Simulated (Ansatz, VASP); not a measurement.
# Pb: VASP beside Ansatz

```
Pb
1.0
     0.00000    2.52066    2.52066
     2.52066    0.00000    2.52066
     2.52066    2.52066    0.00000
Pb
1
Direct
  0.00000 0.00000 0.00000
```

Alike in both runs: functional PBE; k mesh 14 × 14 × 14; occupations gaussian, width 0.1 eV; no spin polarisation.

Ansatz relaxed the structure, and its values are those at the end. VASP's run is a single point on that final structure, the one shown.

|  | VASP | Ansatz |
| --- | --- | --- |
| version | VASP 6.6.1 | Ansatz 0.2.0 |
| potentials or method | VASP PAW PBE potentials, release 64 (Pb_d), cutoff 520 eV | scalar-relativistic, plane waves, PAW |
| valence electrons in the cell | 14 | 14 |

```tsv
	VASP	Ansatz	Ansatz less VASP
gap on the k mesh at the Fermi level (eV)	none	none	-
pressure (GPa)	-0.1	0.0	+0.06
```

A gap of «none» marks a metal or a gap that the smearing closes.

Neither program's run includes spin-orbit coupling.
